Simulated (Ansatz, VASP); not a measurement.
## One calculation of Al3GaSb4, two programs

```
CELL_PARAMETERS angstrom
6.20957 -0.00307 0.00178
-0.00324 6.22899 -0.00185
-3.10125 -3.11502 6.21272
ATOMIC_POSITIONS crystal
Al 0.50042 0.50039 0.00011
Al 0.75027 0.25002 0.50047
Al 0.24952 0.74978 0.49974
Ga 0.00016 0.99981 0.00001
Sb 0.62479 0.62516 0.74961
Sb 0.12524 0.12516 0.75021
Sb 0.37493 0.87505 0.25008
Sb 0.87467 0.37463 0.24977
```

Change from the starting cell: cell x1, atoms moved at random (sigma 0.15 Å) and cell strained at random (1.5 %), then relaxed without symmetry.

Alike in both runs: functional PBE; k mesh 4 × 4 × 4; occupations gaussian, width 0.1 eV; no spin polarisation.

Ansatz relaxed the structure, and its values are those at the end. VASP's run is a single point on that final structure, the one shown.

|  | VASP | Ansatz |
| --- | --- | --- |
| version | VASP 6.6.1 | Ansatz 0.2.0 |
| potentials or method | VASP PAW PBE potentials, release 64 (Al, Ga_d, Sb), cutoff 520 eV | scalar-relativistic, plane waves, PAW |
| valence electrons in the cell | 42 | 82 |

```tsv
	VASP	Ansatz	Ansatz less VASP
gap on the k mesh at the Fermi level (eV)	0.73	0.73	+0.006
least direct gap on the mesh (eV)	0.82	0.82	-0.001
pressure (GPa)	0.3	0.1	-0.15
rms of the force components (eV/Å)	0.010	0.007	-0.0028
```

VASP's potentials hold 42 valence electrons a cell and Ansatz's 82, so a difference there can come from the potentials and not from the codes.

Spin-orbit coupling is off throughout.
